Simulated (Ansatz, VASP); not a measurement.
## ZrB: VASP beside Ansatz

File INCAR:

```
SYSTEM = ZrB
PREC = Accurate
ENCUT = 600
EDIFF = 1E-6
ISMEAR = -1
SIGMA = 0.05
LREAL = .FALSE.
LASPH = .TRUE.
NELM = 80
ALGO = Normal
ISIF = 3
LWAVE = .FALSE.
LCHARG = .FALSE.
GGA = PE
IVDW = 12
IBRION = 2
NSW = 60
EDIFFG = -0.01
```

KPOINTS

```
Automatic mesh
0
G
  10 10 10
  0 0 0
```

Contents of POSCAR:

```
ZrB
1.0
    0.0000000000      2.3250000000      2.3250000000
    2.3250000000      0.0000000000      2.3250000000
    2.3250000000      2.3250000000      0.0000000000
Zr B
1 1
Direct
    0.0000000000      0.0000000000      0.0000000000
    0.5000000000      0.5000000000      0.5000000000
```

File input.yaml:

```yaml
crystal:
  lattice:
    - [0.0, 2.325, 2.325]
    - [2.325, 0.0, 2.325]
    - [2.325, 2.325, 0.0]
  atoms:
    - { symbol: Zr, position: [0.0, 0.0, 0.0] }
    - { symbol: B, position: [0.5, 0.5, 0.5] }
hamiltonian:
  xc: pbe
  pseudopotentials: { kind: paw }
  dispersion: d3bj
kpoints:
  mp_grid: { grid: [10, 10, 10] }
scf:
  occupations: { method: fermi_dirac, width: 0.05 }
output:
  forces: true
  stress: true
  eigenvalues: true
relax:
  f_tol: 0.01
  max_steps: 40
  cell: { stress_tol: 0.05 }
```

Alike in both runs: task relaxation of cell and atoms; functional PBE; dispersion D3(BJ); k mesh 10 × 10 × 10; occupations fermi-dirac, width 0.05 eV; no spin polarisation.

|  | VASP | Ansatz |
| --- | --- | --- |
| version | VASP 6.6.1 | Ansatz 0.2.0 |
| potentials or method | VASP PAW PBE potentials, release 64 (Zr_sv, B) | Ansatz PAW |
| plane-wave cutoff (eV) | 600 | 420 |
| valence electrons in the cell | 15 | 15 |

VASP gave:

```
gap on the k mesh at the Fermi level, each at its own relaxed structure (eV) : none
relaxed volume (Å³/atom)                                                     : 14.35
relaxed cell length with the largest relative difference (Å)                 : 3.437
```

Question: What did Ansatz give for the same quantities?

Answer: gap on the k mesh at the Fermi level, each at its own relaxed structure (eV): none; relaxed volume (Å³/atom): 14.35; relaxed cell length with the largest relative difference (Å): 3.436.

A gap of «none» marks a metal or a gap that the smearing closes.

Noted on Ansatz's run: the plane-wave basis is chosen anew once the cell has moved, so the energies of steps on either side of that aren't comparable.
